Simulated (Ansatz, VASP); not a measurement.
# Sr: VASP beside Ansatz

File POSCAR:

```
Sr
1.0
    4.6548002383      0.0000000000      0.0000000000
   -2.3274001192      4.0311752559      0.0000000000
    0.0000000000      0.0000000000      7.3320000000
Sr
2
Direct
    0.3333333333      0.6666666667      0.2500000000
    0.6666666667      0.3333333333      0.7500000000
```

INCAR.step1

```
SYSTEM = Sr
PREC = Accurate
ENCUT = 520
ISMEAR = 0
SIGMA = 0.15
LREAL = .False.
LASPH = .True.
NELM = 60
NBANDS = 17
GGA = PE
ALGO = Normal
EDIFF = 1E-4
LWAVE = .True.
LCHARG = .False.
```

INCAR.step2

```
SYSTEM = Sr
PREC = Accurate
ENCUT = 520
EDIFF = 1E-7
ISMEAR = 0
SIGMA = 0.15
LREAL = .False.
LASPH = .True.
NELM = 60
ALGO = Normal
ISIF = 2
LWAVE = .False.
LCHARG = .True.
METAGGA = R2SCAN
LMIXTAU = .True.
LELF = .True.
LVHAR = .True.
NBANDS = 17
ISTART = 1
```

The input KPOINTS:

```
regular mesh
0
Gamma
  12 12 8
  0 0 0
```

Input for Ansatz:

```yaml
crystal:
  lattice:
    - [4.6548002383, 0.0, 0.0]
    - [-2.3274001192, 4.0311752559, 0.0]
    - [0.0, 0.0, 7.332]
  atoms:
    - { symbol: Sr, position: [0.3333333333, 0.6666666667, 0.25] }
    - { symbol: Sr, position: [0.6666666667, 0.3333333333, 0.75] }
basis:
  ecutwfc: 500
kpoints:
  mp_grid: { grid: [12, 12, 8] }
hamiltonian:
  xc: r2scan
scf:
  occupations: { method: gaussian, width: 0.15 }
output:
  forces: true
  stress: true
  eigenvalues: true
```

Change from the starting cell: strain +0.080 along x and y, +0.040 along z, atoms carried along.

Alike in both runs: task single point; functional r2SCAN; k mesh 12 × 12 × 8; occupations gaussian, width 0.15 eV; no spin polarisation.

```csv
,VASP,Ansatz
version,VASP 6.6.1,Ansatz 0.2.0
potentials or method,"VASP PAW PBE potentials, release 64 (Sr_sv), cutoff 520 eV","scalar-relativistic, plane waves, PAW"
valence electrons in the cell,20,20
```

|  | VASP | Ansatz | Ansatz less VASP |
| --- | --- | --- | --- |
| gap on the k mesh at the Fermi level (eV) | none | none | - |
| pressure (GPa) | -1.6 | -1.6 | 0.00 |
| traceless stress, the component that is largest in VASP (GPa) | 0.36 | 0.36 | -0.003 |

VASP's potentials were made for PBE, not for r2SCAN. A gap of «none» marks a metal or a gap that the smearing closes. With one functional, cell and mesh, what is left measures potentials, basis and numerics.
